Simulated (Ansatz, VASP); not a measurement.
**One calculation of B4N3, two programs**

```
B N
1.0
     2.90762    0.00000    0.00000
     0.00000    5.88293    0.00000
     0.00000    0.00000    5.12593
B N
4 3
Direct
  0.00000 0.50000 0.00000
  0.00000 0.22181 0.00000
  0.00000 0.77819 0.00000
  0.50000 0.50000 0.50000
  0.00000 0.00000 0.00000
  0.50000 0.50000 0.76221
  0.50000 0.50000 0.23779
```

Alike in both runs: functional PBE; k mesh 5 × 4 × 4; occupations gaussian, width 0.2 eV; no spin polarisation.

Ansatz relaxed the structure, and its values are those at the end. VASP's run is a single point on that final structure, the one shown.

|  | VASP | Ansatz |
| --- | --- | --- |
| version | VASP 6.6.1 | Ansatz 0.2.0 |
| potentials or method | VASP PAW PBE potentials, release 64 (B, N), cutoff 600 eV | scalar-relativistic, plane waves, PAW |
| valence electrons in the cell | 27 | 27 |

Ansatz gave:

- gap on the k mesh at the Fermi level (eV): none
- pressure (GPa): -0.3
- rms of the force components (eV/Å): 0.015

Problem. Estimate VASP's values.

Solution. gap on the k mesh at the Fermi level (eV): none; pressure (GPa): -0.6; rms of the force components (eV/Å): 0.017.

A gap of «none» marks a metal or a gap that the smearing closes.

The k mesh is coarse, so the values compare programs but aren't converged.
